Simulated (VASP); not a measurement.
Set up this calculation in VASP 6.6.1, as the native input.

```
Task                   : single point
Functional             : PBE
Potentials or basis    : VASP PAW PBE potentials, release 64 (Hf_pv)
Cutoff                 : 520 eV
k mesh                 : 19 × 19 × 10
Occupations            : fermi-dirac, width 0.1 eV
Spin                   : no spin polarisation
Dipole correction      : no
Further INCAR settings : ALGO = Normal; EDIFF = 1e-06; NBANDS = 17
```

The structure of Hf lies in POSCAR:

```
Hf
1.0
    3.1166666856      0.0000000000      0.0000000000
   -1.5583333428      2.6991125248      0.0000000000
    0.0000000000      0.0000000000      4.9347421878
Hf
2
Direct
    0.3333333333      0.6666666667      0.2500000000
    0.6666666667      0.3333333333      0.7500000000
```

These files were run (other wordings do the same):

INCAR

```
PREC = Accurate ; ENCUT = 520
EDIFF = 1E-6 ; ISMEAR = -1
SIGMA = 0.1 ; LREAL = False
LASPH = True ; NELM = 100
ALGO = Normal ; ISIF = 2
LWAVE = False ; LCHARG = False
GGA = PE ; NBANDS = 17
```

KPOINTS

```
regular mesh
0
Gamma
  19 19 10
```

Potentials or basis: VASP PAW PBE potentials, release 64 (Hf_pv).

Launch:

```bash
$ cat potpaw_PBE.64/Hf_pv/POTCAR > POTCAR
$ mpirun -np 1 vasp_std > vasp.out
```

Results of the run:

```json
{
 "Pressure": "9.7 GPa",
 "Band gap on the k mesh": "zero (bands 10 and 11 overlap by 1.67 eV)"
}
```

Caveat: the cell stands under pressure; spin-orbit coupling is left out, which moves the levels of the heavy elements.

Wall time 63 s on 1 thread of Intel(R) Xeon(R) Platinum 8488C (Sapphire Rapids) (shared host), peak memory 0.27 GiB.
